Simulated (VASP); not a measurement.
# Ga in VASP: further runs

Runs on Ga. Level: PBE. Tasks: single point.

All numbers are computed with VASP 6.6.1; they aren't measurements. Logs are shortened: lines on timing, memory, paths and dates and some standing lists are left out, and cuts for length are marked.

### 1 The cell of the first run

The structure is monoclinic, space group P2_1 (No. 4). The conventional cell has a = 4.606 Å, b = 4.763 Å, c = 4.656 Å, α = 90.00°, β = 118.26°, γ = 90.00°. Ga (site symmetry 1) has 7 Ga at 2.50 to 2.94 Å within 3.3 Å. Ga (site symmetry 1) has 7 Ga at 2.50 to 2.93 Å within 3.3 Å.

### 2 Single point, PBE (strained and its atoms moved)

The input, INCAR:

```
SYSTEM = Ga
PREC = Accurate
ENCUT = 520
EDIFF = 1E-6
ISMEAR = 0
SIGMA = 0.1
LREAL = .FALSE.
LASPH = .TRUE.
NELM = 100
ALGO = Normal
ISIF = 2
LWAVE = .FALSE.
LCHARG = .FALSE.
GGA = PE
NBANDS = 34
```

The input, KPOINTS:

```
regular mesh
0
G
  10 10 8
  0 0 0
```

The input, POSCAR:

```
Ga
1.0
    3.9600303942     -2.3521715621      0.0000000000
    3.9893924592      2.4003415545      0.0000000000
    0.0000000000      0.0000000000      4.7634737353
Ga
4
Direct
    0.9835142413      0.3235947586      0.2478055843
    0.3425669247      0.9784199797      0.7521944157
    0.0164857587      0.6764052414      0.7478055843
    0.6574330753      0.0215800203      0.2521944157
```

Potentials or basis: VASP PAW PBE potentials, release 64 (Ga_d).

Command:

```bash
$ cat potpaw_PBE.64/Ga_d/POTCAR > POTCAR
$ mpirun -np 1 vasp_std > vasp.out
```

OUTCAR:

```text
SYSTEM = Ga
   PREC = Accurate
   ENCUT = 520
   EDIFF = 1E-6
   ISMEAR = 0
   LREAL = .FALSE.
   LASPH = .TRUE.
   NELM = 100
   ISIF = 2
   GGA = PE

 ion  position               nearest neighbor table
   1  0.984  0.324  0.248-   4 2.50   4 2.73   4 2.86   2 2.89
   2  0.343  0.978  0.752-   3 2.50   3 2.73   4 2.84   4 2.84   3 2.86   1 2.89
   3  0.016  0.676  0.748-   2 2.50   2 2.73   2 2.86   4 2.89
   4  0.657  0.022  0.252-   1 2.50   1 2.73   2 2.84   2 2.84   1 2.86   3 2.89

  LATTYP: Found a simple monoclinic cell.
 ALAT       =     4.6059257246
 B/A-ratio  =     1.0342055040
 C/A-ratio  =     1.0108380340
 COS(beta)  =    -0.4734133087

  Lattice vectors:

 A1 = (   3.9600303942,  -2.3521715621,   0.0000000000)
 A2 = (   0.0000000000,   0.0000000000,   4.7634737353)
 A3 = (  -3.9893924592,  -2.4003415545,   0.0000000000)

Analysis of symmetry for initial positions (statically):
=====================================================================
 Subroutine PRICEL returns:
 Original cell was already a primitive cell.

 Routine SETGRP: Setting up the symmetry group for a
 simple monoclinic supercell.

 Subroutine GETGRP returns: Found  2 space group operations
 (whereof  1 operations were pure point group operations)
 out of a pool of  4 trial point group operations.

The static configuration has the point symmetry C_1 .
 The point group associated with its full space group is C_2 .

Analysis of symmetry for dynamics (positions and initial velocities):
=====================================================================
 Subroutine PRICEL returns:
 Original cell was already a primitive cell.

 Routine SETGRP: Setting up the symmetry group for a
 simple monoclinic supercell.

 Subroutine GETGRP returns: Found  2 space group operations
 (whereof  1 operations were pure point group operations)
 out of a pool of  4 trial point group operations.

The dynamic configuration has the point symmetry C_1 .
 The point group associated with its full space group is C_2 .

 Subroutine INISYM returns: Found  2 space group operations
 (whereof  1 operations are pure point group operations),
 and found     1 'primitive' translations

----------------------------------------------------------------------------------------

                                     Primitive cell

  volume of cell :      89.9780

  direct lattice vectors                    reciprocal lattice vectors
     3.960030394 -2.352171562  0.000000000     0.127075075 -0.211200088  0.000000000
     3.989392459  2.400341555  0.000000000     0.124524936  0.209645648  0.000000000
     0.000000000  0.000000000  4.763473735     0.000000000  0.000000000  0.209930831

  length of vectors
     4.605925725  4.655844904  4.763473735     0.246482356  0.243839614  0.209930831

  position of ions in fractional coordinates (direct lattice)
     0.983514241  0.323594759  0.247805584
     0.342566925  0.978419980  0.752194416
     0.016485759  0.676405241  0.747805584
     0.657433075  0.021580020  0.252194416

  ion indices of the primitive-cell ions
   primitive index   ion index
                 1           1
                 2           2
                 3           3
                 4           4

----------------------------------------------------------------------------------------

 KPOINTS: regular mesh

Automatic generation of k-mesh.
 Grid dimensions read from file:
 generate k-points for:   10   10    8

 Generating k-lattice:

  Cartesian coordinates                     Fractional coordinates (reciprocal lattice)
     0.012707508 -0.021120009  0.000000000     0.100000000  0.000000000  0.000000000
     0.012452494  0.020964565  0.000000000     0.000000000  0.100000000  0.000000000
     0.000000000  0.000000000  0.026241354     0.000000000  0.000000000  0.125000000

  Length of vectors
     0.024648236  0.024383961  0.026241354

  Shift w.r.t. Gamma in fractional coordinates (k-lattice)
     0.000000000  0.000000000  0.000000000

 Subroutine IBZKPT returns following result:
 ===========================================

 Found    260 irreducible k-points:

 Following reciprocal coordinates:
            Coordinates               Weight
  0.000000  0.000000  0.000000      1.000000
  0.100000 -0.000000  0.000000      2.000000
  0.200000 -0.000000  0.000000      2.000000
  0.300000  0.000000  0.000000      2.000000
  0.400000 -0.000000  0.000000      2.000000
  0.500000  0.000000  0.000000      1.000000
[... 16 lines left out ...]
 -0.400000  0.200000  0.000000      2.000000
 -0.300000  0.200000  0.000000      2.000000
 [... further k-points ...]
   k-points           NKPTS =    260   k-points in BZ     NKDIM =    260   number of bands    NBANDS=     34
   number of dos      NEDOS =    301   number of ions     NIONS =      4
   total plane-waves  NPLWV =  46656
   dimension x,y,z NGX =    36 NGY =   36 NGZ =   36
   dimension x,y,z NGXF=    72 NGYF=   72 NGZF=   72
   ions per type =               4
   NGX,Y,Z   is equivalent  to a cutoff of  12.99, 12.85, 12.56 a.u.
   NGXF,Y,Z  is equivalent  to a cutoff of  25.99, 25.71, 25.13 a.u.
 SYSTEM =  Ga
   PREC   = accura    normal or accurate (medium, high low for compatibility)
   ISTART =      0    job   : 0-new  1-cont  2-samecut
   ICHARG =      2    charge: 1-file 2-atom 10-const
   ISPIN  =      1    spin polarized calculation?
   LNONCOLLINEAR =      F non collinear calculations
   LSORBIT =      F    spin-orbit coupling
   LASPH  =      T    aspherical Exc in radial PAW
   ENCUT  =  520.0 eV  38.22 Ry    6.18 a.u.   8.56  8.66  8.86*2*pi/ulx,y,z
   NELM   =    100;   NELMIN=  2; NELMDL= -5     # of ELM steps
   EDIFF  = 0.1E-05   stopping-criterion for ELM
   LREAL  =      F    real-space projection
   EDIFFG = 0.1E-04   stopping-criterion for IOM
   NSW    =      0    number of steps for IOM
   IBRION =     -1    ionic relax: 0-MD 1-quasi-New 2-CG
   NFREE  =      0    steps in history (QN), initial steepest desc. (CG)
   ISIF   =      2    stress and relaxation
   ISYM   =      2    0-nonsym 1-usesym 2-fastsym
   POTIM  = 0.5000    time-step for ionic-motion
   TEBEG  =    0.0;   TEEND  =   0.0 temperature during run
   PSTRESS=    0.0 pullay stress
   NELECT =      52.0000    total number of electrons
   NUPDOWN=      -1.0000    fix difference up-down
   EMIN   =  10.00;   EMAX   =-10.00  energy-range for DOS
   EFERMI =   0.00;   METHOD = LEGACY
   ISMEAR =     0;   SIGMA  =   0.10  broadening in eV -4-tet -1-fermi 0-gaus
   EFERMI_NEDOS =   21; number of points for ismear=-14 and -15
   IALGO  =     38    algorithm
   IMIX   =      4    mixing-type and parameters
     AMIX     =   0.40;   BMIX     =  1.00
     AMIX_MAG =   1.60;   BMIX_MAG =  1.00
  volume/ion in A,a.u.               =      22.49       151.80
  Fermi-wavevector in a.u.,A,eV,Ry     =   1.363632  2.576891 25.299922  1.859492
  Thomas-Fermi vector in A             =   2.490018
   LORBIT       =      0    0 simple, 1 ext, 2 COOP (PROOUT), +10 PAW based schemes
   GGA     = PE    functional components
   LHFCALC =     F    Hartree Fock is set to
   AEXX    =    0.0000 exact exchange contribution
   IVDW    =     0    specifies the selected vdW correction
   LEPSILON=     F    determine dielectric tensor
   LRPA    =     F    only Hartree local field effects (RPA)
 non-spin polarized calculation
 Gauss-broadening in eV      SIGMA  =   0.10
  energy-cutoff  :      520.00
  volume of cell :       89.98
 maximum number of plane-waves:      2449
 NGX is ok and might be reduce to    36
   NGX = 17   NGY = 17   NGZ = 17

 number of electron      51.9999983 magnetization

 Free energy of the ion-electron system (eV)
  ---------------------------------------------------
  ext. energy  EPLUGINS =         0.00000000
  ---------------------------------------------------
  free energy    TOTEN  =       -11.51252645 eV

  energy without entropy =      -11.50782405  energy(sigma->0) =      -11.51017525

 E-fermi :   3.9159     XC(G=0):  -9.9264

 val. band max:        3.9144213217   @ k =   0.5000   0.1000   0.0000
 cond. band min:       3.9177738159   @ k =   0.1000   0.4000   0.0000
 fundamental gap:      0.0033524942
 Fermi energy:         3.9159314072

 k-point     1 :       0.0000    0.0000    0.0000
  band No.  band energies     occupation
      1     -11.1116      2.00000
      2     -11.0851      2.00000
      3     -11.0784      2.00000
      4     -11.0696      2.00000
      5     -11.0108      2.00000
      6     -10.9845      2.00000
[... 26 lines left out ...]
     33       9.4049      0.00000
     34       9.7803      0.00000

 k-point     2 :       0.1000   -0.0000    0.0000
  band No.  band energies     occupation
      1     -11.1081      2.00000
      2     -11.0936      2.00000
      3     -11.0764      2.00000
      4     -11.0671      2.00000
      5     -11.0306      2.00000
      6     -10.9856      2.00000
[... 26 lines left out ...]
     33       9.4579      0.00000
     34      10.3656      0.00000

 k-point     3 :       0.2000   -0.0000    0.0000
  band No.  band energies     occupation
      1     -11.1097      2.00000
      2     -11.0981      2.00000
      3     -11.0796      2.00000
      4     -11.0595      2.00000
      5     -11.0577      2.00000
      6     -11.0109      2.00000
[... 26 lines left out ...]
     33       9.6284      0.00000
     34      10.1959      0.00000
[... 704 lines left out ...]
 k-point    23 :      -0.4000    0.2000    0.0000
  band No.  band energies     occupation
      1     -11.1585      2.00000
      2     -11.1310      2.00000
      3     -11.0707      2.00000
      4     -11.0628      2.00000
      5     -11.0334      2.00000
      6     -11.0269      2.00000
[... 26 lines left out ...]
     33      10.9808      0.00000
     34      12.0013      0.00000

 k-point    24 :      -0.3000    0.2000    0.0000
  band No.  band energies     occupation
      1     -11.1458      2.00000
      2     -11.1239      2.00000
      3     -11.0757      2.00000
      4     -11.0647      2.00000
      5     -11.0267      2.00000
      6     -11.0186      2.00000
[... 26 lines left out ...]
     33      10.5947      0.00000
     34      11.9587      0.00000

 [... further k-points ...]

------------------------ aborting loop because EDIFF is reached ----------------------------------------

  FORCE on cell =-STRESS in cart. coord.  units (eV):
  Direction    XX          YY          ZZ          XY          YZ          ZX
  --------------------------------------------------------------------------------------
  -------------------------------------------------------------------------------------
  Total        0.0828520     -1.4326607     -1.7099315     -0.4827907      0.0000000      0.0000000
  in kB        1.4752887    -25.5104135    -30.4475857     -8.5967254      0.0000000      0.0000000
  external PRESSURE =     -18.1609035 kB  Pullay stress =       0.0000000 kB

 VOLUME and BASIS-vectors are now :
 -----------------------------------------------------------------------------
  energy-cutoff  :      520.00
  volume of cell :       89.98
      direct lattice vectors                 reciprocal lattice vectors
     3.960030394 -2.352171562  0.000000000     0.127075075 -0.211200088  0.000000000
     3.989392459  2.400341555  0.000000000     0.124524936  0.209645648  0.000000000
     0.000000000  0.000000000  4.763473735     0.000000000  0.000000000  0.209930831

 POSITION                                       TOTAL-FORCE (eV/Angst)
 -----------------------------------------------------------------------------------
      5.18569     -1.53666      1.18042         0.552728      0.084887      0.007346
      5.25988      1.54277      3.58306         0.462792      0.169728     -0.007346
      2.76373      1.58483      3.56215        -0.552728     -0.084887      0.007346
      2.68955     -1.49460      1.20132        -0.462792     -0.169728     -0.007346
 -----------------------------------------------------------------------------------
    total drift:                               -0.000000      0.000000     -0.000061

  FREE ENERGIE OF THE ION-ELECTRON SYSTEM (eV)
  ---------------------------------------------------
  free  energy   TOTEN  =       -11.5125264487 eV

  energy  without entropy=      -11.5078240529  energy(sigma->0) =      -11.51017525
```

Run time: 9.3 min. Hardware: 1 thread of Intel Xeon Platinum 8259CL at 2.50GHz (Skylake/Cascade Lake), shared host; peak memory 0.61 GiB.

Results:

```
Free energy            : -11.5125 eV
Pressure               : -1.8 GPa
Largest force          : 0.559 eV/Å
Band gap on the k mesh : zero (band 26 reaches 4.15 eV, above the bottom of band 27 at 3.60 eV)
```

Forces on the atoms (eV/Å):
```
Ga   0.553  0.085  0.007
Ga   0.463  0.170 -0.007
Ga  -0.553 -0.085  0.007
Ga  -0.463 -0.170 -0.007
```

Stress tensor (GPa, compression positive):
```
 0.15 -0.86  0.00
-0.86 -2.55  0.00
 0.00  0.00 -3.04
```

Caveat: the cell differs from its parent crystal (strained and its atoms moved).

### 3 Single point, PBE (strained)

The input, INCAR:

```
SYSTEM = Ga
PREC = Accurate
ENCUT = 520
EDIFF = 1E-7
ISMEAR = 0
SIGMA = 0.1
LREAL = .False.
LASPH = .True.
NELM = 100
ALGO = Normal
ISIF = 2
LWAVE = .False.
LCHARG = .False.
GGA = PE
NBANDS = 34
```

The input, KPOINTS:

```
regular mesh
0
Gamma
  10 10 10
  0 0 0
```

The input, POSCAR:

```
Ga
1.0
    3.8004673574     -2.4031291296      0.0000000000
    3.8004673574      2.4031291296      0.0000000000
    0.0000000000      0.0000000000      4.5335404829
Ga
4
Direct
    0.9902774774      0.3411776068      0.2500000000
    0.3411776068      0.9902774774      0.7500000000
    0.0097225226      0.6588223932      0.7500000000
    0.6588223932      0.0097225226      0.2500000000
```

Potentials or basis: VASP PAW PBE potentials, release 64 (Ga_d).

Command:

```bash
$ cat potpaw_PBE.64/Ga_d/POTCAR > POTCAR
$ mpirun -np 1 vasp_std > vasp.out
```

It took 6.4 min on 1 thread of Intel Xeon Platinum 8259CL at 2.50GHz (Skylake/Cascade Lake), shared host; peak memory 0.47 GiB.

Results (log left out):

* Free energy: -11.5685 eV
* Pressure: 1.5 GPa
* Largest force: 0.179 eV/Å
* Band gap on the k mesh: zero (band 26 reaches 4.93 eV, above the bottom of band 27 at 4.07 eV)

Forces on the atoms (eV/Å):
```
Ga  -0.168 -0.062  0.000
Ga  -0.168  0.062  0.000
Ga   0.168  0.062  0.000
Ga   0.168 -0.062  0.000
```

Stress tensor (GPa, compression positive):
```
2.19 0.00 0.00
0.00 0.02 0.00
0.00 0.00 2.19
```

Levels at points of the mesh, in eV from the Fermi level:
```csv
k point,band 24,band 25,band 26,band 27,band 28,band 29
"(0.00, 0.00, 0.00)",-2.60,-2.48,-0.70,1.00,1.13,2.51
"(0.50, 0.00, 0.00)",-2.98,-1.16,-0.29,-0.21,0.09,3.75
"(0.50, 0.50, 0.00)",-2.92,-1.59,-1.57,0.55,1.58,2.90
"(0.00, 0.00, 0.50)",-0.88,-0.52,-0.52,0.13,0.13,2.95
"(0.50, 0.00, 0.50)",-6.05,-1.29,-1.29,1.07,1.07,6.25
"(0.50, 0.50, 0.50)",-5.35,-2.25,-2.25,-0.19,-0.19,7.08
```

Caveat: the cell differs from its parent crystal (strained).

### 4 Single point, PBE (strained and its atoms moved)

The input, INCAR:

```
SYSTEM = Ga
ALGO = Normal
EDIFF = 1E-7
ENCUT = 520
GGA = PE
ISIF = 2
ISMEAR = 0
LASPH = .True.
LCHARG = .True.
LELF = .True.
LREAL = .False.
LVHAR = .True.
LWAVE = .False.
NBANDS = 34
NELM = 100
PREC = Accurate
SIGMA = 0.1
```

The input, KPOINTS:

```
k-points
0
Gamma
  10 10 10
  0 0 0
```

The input, POSCAR:

```
Ga
1.0
    3.5979778093     -2.3797232363      0.0501929794
    3.5979778093      2.3797232363      0.0501929794
    0.0590205401      0.0000000000      4.6787354998
Ga
4
Direct
    1.0265265002      0.3085632159      0.2481048704
    0.3085632159      1.0265265002      0.7481048704
   -0.0265265002      0.6914367841      0.7518951296
    0.6914367841     -0.0265265002      0.2518951296
```

Command:

```bash
$ cat potpaw_PBE.64/Ga_d/POTCAR > POTCAR
$ mpirun -np 1 vasp_std > vasp.out
```

It took 5.6 min on 1 thread of AMD EPYC 9R45 (Zen 5), shared host; peak memory 0.55 GiB.

It converged, with:

| Quantity | Value |
| --- | --- |
| Free energy | -11.4091 eV |
| Pressure | 4.6 GPa |
| Largest force | 0.563 eV/Å |
| Band gap on the k mesh | zero (band 26 reaches 5.31 eV, above the bottom of band 27 at 4.05 eV) |

Forces on the atoms (eV/Å):
```
Ga   0.512  0.232  0.040
Ga   0.512 -0.232  0.040
Ga  -0.512 -0.232 -0.040
Ga  -0.512  0.232 -0.040
```

Stress tensor (GPa, compression positive):
```
 9.33  0.00 -0.73
 0.00  1.12  0.00
-0.73  0.00  3.44
```

Levels at points of the mesh, in eV from the Fermi level:
```
           k point  band 22  band 23  band 24  band 25  band 26  band 27  band 28  band 29  band 30  band 31
(0.00, 0.00, 0.00)    -4.44    -3.55    -2.30    -2.00    -0.57     1.16     2.35     3.53     4.42     4.63
(0.50, 0.00, 0.00)    -7.91    -3.00    -2.71    -1.71    -0.67    -0.36     0.07     3.65     4.42     6.27
(0.50, 0.50, 0.00)    -7.27    -4.44    -2.56    -1.90    -1.71    -0.19     0.82     3.46     3.66     3.71
(0.00, 0.00, 0.50)    -9.20    -0.74    -0.74    -0.10    -0.10     0.46     0.46     2.89     2.89     4.40
(0.50, 0.00, 0.50)    -7.44    -6.04    -5.96    -1.07    -0.86     1.43     1.70     6.24     6.53     7.30
(0.50, 0.50, 0.50)    -7.13    -5.62    -5.62    -2.38    -2.38     0.22     0.22     6.63     6.63     7.76
```

Caveat: the cell differs from its parent crystal (strained and its atoms moved).

### 5 Single point, PBE (strained)

The input, INCAR:

```
SYSTEM = Ga
  ALGO = Normal
  EDIFF = 1E-6
  ENCUT = 520
  GGA = PE
  ISIF = 2
  ISMEAR = 0
  LASPH = .True.
  LCHARG = .False.
  LREAL = .False.
  LWAVE = .False.
  NBANDS = 34
  NELM = 100
  PREC = Accurate
  SIGMA = 0.1
```

KPOINTS is that of step 4.

The input, POSCAR:

```
Ga
1.0
    3.7379837777     -2.2811904749      0.0000000000
    3.7379837777      2.2811904749      0.0000000000
    0.0000000000      0.0000000000      4.5326428321
Ga
4
Direct
    1.0036364665      0.3346657781      0.2500000000
    0.3346657781      1.0036364665      0.7500000000
   -0.0036364665      0.6653342219      0.7500000000
    0.6653342219     -0.0036364665      0.2500000000
```

Command:

```bash
$ cat potpaw_PBE.64/Ga_d/POTCAR > POTCAR
$ mpirun -np 1 vasp_std > vasp.out
```

Wall time 4 min (1 thread of AMD EPYC 9R45 (Zen 5), shared host); peak memory 0.42 GiB.

It converged, with:

| Item | Value |
| --- | --- |
| Free energy | -11.4316 eV |
| Pressure | 6.0 GPa |
| Largest force | 0.584 eV/Å |
| Band gap on the k mesh | zero (band 26 reaches 5.54 eV, above the bottom of band 27 at 4.25 eV) |

Forces on the atoms (eV/Å):
```
Ga  -0.584  0.012  0.000
Ga  -0.584 -0.012  0.000
Ga   0.584 -0.012  0.000
Ga   0.584  0.012  0.000
```

Stress tensor (GPa, compression positive):
```
3.96 0.00 0.00
0.00 7.03 0.00
0.00 0.00 7.08
```

Levels at points of the mesh, in eV from the Fermi level:
```csv
k point,band 22,band 23,band 24,band 25,band 26,band 27,band 28,band 29,band 30,band 31
"(0.00, 0.00, 0.00)",-4.13,-3.58,-2.46,-2.11,-0.66,1.15,1.21,3.03,4.52,4.83
"(0.50, 0.00, 0.00)",-8.41,-3.06,-2.83,-1.47,-0.61,-0.54,-0.23,3.81,4.79,6.17
"(0.50, 0.50, 0.00)",-7.09,-4.17,-2.90,-2.12,-1.97,0.35,1.40,3.45,3.75,4.87
"(0.00, 0.00, 0.50)",-9.40,-0.86,-0.86,-0.02,-0.02,0.40,0.40,3.28,3.28,3.29
"(0.50, 0.00, 0.50)",-7.45,-6.39,-6.39,-1.35,-1.35,1.22,1.22,6.91,6.91,8.13
"(0.50, 0.50, 0.50)",-7.76,-5.34,-5.34,-2.22,-2.22,0.14,0.14,6.95,6.95,8.38
```

Caveat: the cell differs from its parent crystal (strained).

### 6 Summary

```tsv
cell	k mesh	gap on the mesh (eV)	pressure (GPa)	largest force (eV/Å)
a = 4.606, b = 4.656, c = 4.763 Å, angles 90.0, 90.0, 61.7°, 4 atoms	10 × 10 × 8	none	-1.8	0.56
a = 4.497, b = 4.497, c = 4.534 Å, angles 90.0, 90.0, 64.6°, 4 atoms	10 × 10 × 10	none	1.5	0.18
a = 4.314, b = 4.314, c = 4.679 Å, angles 88.7, 88.7, 67.0°, 4 atoms	10 × 10 × 10	none	4.6	0.56
a = 4.379, b = 4.379, c = 4.533 Å, angles 90.0, 90.0, 62.8°, 4 atoms	10 × 10 × 10	none	6.0	0.58
```

Alike in all rows: task single point; level PBE; potentials or basis VASP PAW PBE potentials, release 64 (Ga_d); no spin polarisation; cutoff (eV) 520; smearing gaussian 0.1 eV.

Absolute energies hang on the potentials; compare differences alone.
